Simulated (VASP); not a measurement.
Set up this calculation in VASP 6.6.1, as the native input.

- Task: single point
- Functional: PBE
- Potentials or basis: VASP PAW PBE potentials, release 64 (Ba_sv, Ti_sv, O)
- Cutoff: 520 eV
- k mesh: 5 × 5 × 5
- Occupations: fermi-dirac, width 0.1 eV
- Spin: no spin polarisation
- Dipole correction: no
- Further INCAR settings: ALGO = Normal; EDIFF = 1e-06; NBANDS = 28

The structure of BaTiO3 lies in POSCAR:

```
BaTiO3
1.0
    4.0500731700      0.0000000000      0.0000000000
    0.0113805900      4.0500529400      0.0000000000
    0.0113805900      0.0113502400      4.0500428200
Ba Ti O
1 1 3
Direct
    0.0000000000      0.0000000000      0.0000000000
    0.4872000000      0.4872000000      0.4872000000
    0.5109000000      0.5109000000      0.0193000000
    0.0193000000      0.5109000000      0.5109000000
    0.5109000000      0.0193000000      0.5109000000
```

The input as run:

INCAR

```
SYSTEM = BaTiO3
PREC = Accurate
ENCUT = 520
EDIFF = 1E-6
ISMEAR = -1
SIGMA = 0.1
LREAL = .False.
LASPH = .True.
NELM = 60
ALGO = Normal
ISIF = 2
LWAVE = .False.
LCHARG = .False.
GGA = PE
NBANDS = 28
```

KPOINTS

```
Automatic mesh
0
Gamma
  5 5 5
  0 0 0
```

Potentials or basis: VASP PAW PBE potentials, release 64 (Ba_sv, Ti_sv, O).

Launch:

```console
$ cat potpaw_PBE.64/Ba_sv/POTCAR potpaw_PBE.64/Ti_sv/POTCAR potpaw_PBE.64/O/POTCAR > POTCAR
$ mpirun -np 1 vasp_std > vasp.out
```

It gave:

| Quantity | Value |
| --- | --- |
| Pressure | 0.8 GPa |
| Largest force | 0.227 eV/Å |
| Band gap on the k mesh | 2.38 eV, indirect (least direct gap 2.68 eV) |

Caveat: spin-orbit coupling is left out, which moves the levels of the heavy elements.

It took 33 s on 1 thread of Intel(R) Xeon(R) Platinum 8375C CPU @ 2.90GHz (Ice Lake), on a shared host, peak memory 0.19 GiB.
